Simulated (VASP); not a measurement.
**Zr3S2: single point with PBE**

Crystal: Zr3S2.

```xyz
5
Lattice="4.8291 -1.6468 0.0000 4.8291 1.6468 0.0000 -3.1372 0.0000 5.9710" Properties=species:S:1:pos:R:3 pbc="T T T"
Zr    0.5766    0.0000    4.8366
Zr    5.9445    0.0000    1.1343
Zr    3.2605    0.0000    2.9855
S    -2.1272    0.0000    4.9221
S     8.6483    0.0000    1.0489
```

```
Program                : VASP 6.6.1
Task                   : single point
Functional             : PBE
Potentials or basis    : VASP PAW PBE potentials, release 64 (Zr_sv, S)
Cutoff                 : 520 eV
k mesh                 : 6 × 6 × 4
Occupations            : gaussian, width 0.1 eV
Spin                   : no spin polarisation
Dipole correction      : no
Further INCAR settings : ALGO = Normal; EDIFF = 1e-06; NBANDS = 32
```

```yaml
Pressure: -0.1 GPa
Largest_force: 0.060 eV/Å
Band_gap_on_the_k_mesh: zero (bands 24 and 25 overlap by 0.77 eV)
```

Forces on the atoms (eV/Å):
```
Zr  -0.060  0.000 -0.002
Zr   0.060  0.000  0.002
Zr   0.000  0.000  0.000
S    0.001  0.000  0.021
S   -0.001  0.000 -0.021
```

Stress tensor (GPa, compression positive):
```
 0.19  0.00  0.16
 0.00 -0.25  0.00
 0.16  0.00 -0.10
```

Levels at points of the mesh, in eV from the Fermi level:
```tsv
k point	band 20	band 21	band 22	band 23	band 24	band 25	band 26	band 27	band 28	band 29
(0.00, 0.00, 0.00)	-3.29	-2.77	-2.15	-1.12	-1.02	-0.31	1.12	1.64	2.21	2.29
(0.50, 0.00, 0.00)	-4.65	-1.56	-1.34	-0.45	-0.42	1.00	1.58	1.74	1.81	1.97
(0.50, 0.50, 0.00)	-3.43	-2.53	-0.94	-0.56	-0.43	-0.41	0.98	1.14	1.18	1.86
(0.00, 0.00, 0.50)	-3.36	-2.11	-1.75	-1.57	-0.56	-0.47	0.78	2.01	2.20	2.29
(0.50, 0.00, 0.50)	-3.79	-1.81	-0.74	-0.58	-0.27	-0.02	0.80	1.68	1.88	2.10
(0.50, 0.50, 0.50)	-2.84	-1.76	-1.61	-1.00	-0.66	0.19	0.41	1.19	1.48	1.63
```

Run time: 84 s on 1 thread of Intel(R) Xeon(R) 6975P-C (Granite Rapids), with other jobs on the host, peak memory 0.31 GiB.
